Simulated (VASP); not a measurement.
The system is Si2Br.

```xyz
3
Lattice="4.7791 0.0000 0.0000 -2.3896 4.1389 0.0000 0.0000 0.0000 3.0381" Properties=species:S:1:pos:R:3 pbc="T T T"
Si    0.0000    2.7592    1.5190
Si    2.3896    1.3796    1.5190
Br    0.0000    0.0000    0.0000
```

- Program: VASP 6.6.1
- Task: relaxation of cell and atoms
- Functional: PBE
- Potentials or basis: VASP PAW PBE potentials, release 64 (Si, Br)
- Cutoff: 600 eV
- k mesh: 12 × 12 × 16
- Occupations: gaussian, width 0.1 eV
- Spin: no spin polarisation

At the start: pressure -2.6 GPa; volume 20.03 Å³/atom.

**Question.** Where does the relaxation end?

**Answer.** Over 18 steps the energy falls by 381.7 meV/atom and the volume is 22.75 Å³/atom (+13.6 %); space group P6/mmm (No. 191, to 0.1 Å) before and after.

Step by step:
| step | energy change (eV) | largest force (eV/Å) | pressure (GPa) | volume (Å³) |
| --- | --- | --- | --- | --- |
| 1 | 0.0000 | 0.0000 | -2.57 | 60.09 |
| 2 | -0.2032 | 0.0000 | 0.41 | 57.24 |
| 3 | -0.2649 | 0.0000 | 4.51 | 54.77 |
| 4 | -0.4143 | 0.0000 | 2.35 | 57.93 |
| 5 | -0.6335 | 0.0000 | -0.90 | 65.19 |
| 6 | -0.9114 | 0.0000 | -5.61 | 78.17 |
| 7 | -0.8942 | 0.0000 | -4.37 | 73.27 |
| 8 | -0.9215 | 0.0000 | -4.88 | 75.44 |
| 9 | -0.9849 | 0.0000 | -5.28 | 76.11 |
| 10 | -0.9995 | 0.0000 | -4.21 | 76.84 |
| 11 | -1.0104 | 0.0000 | -4.81 | 76.52 |
| 12 | -1.0750 | 0.0000 | -3.64 | 74.07 |
| 13 | -1.1312 | 0.0000 | 1.38 | 67.59 |
| 14 | -1.1373 | 0.0000 | -0.17 | 69.22 |
| 15 | -1.1373 | 0.0000 | 0.00 | 69.05 |
| 16 | -1.1403 | 0.0000 | -0.02 | 68.88 |
| 17 | -1.1449 | 0.0000 | -0.03 | 68.36 |
| 18 | -1.1450 | 0.0000 | -0.03 | 68.25 |

Final structure:
```xyz
3
Lattice="3.9920 0.0000 0.0000 -1.9960 3.4572 0.0000 0.0000 0.0000 4.9454" Properties=species:S:1:pos:R:3 pbc="T T T"
Si    0.0000    2.3048    2.4727
Si    1.9960    1.1524    2.4727
Br    0.0000    0.0000    0.0000
```

Caveat: a cell axis changed by over 15 % at a fixed basis, so the end point is rough; an odd number of electrons without spin polarisation forces a metal; a magnetic or distorted state may lie lower.
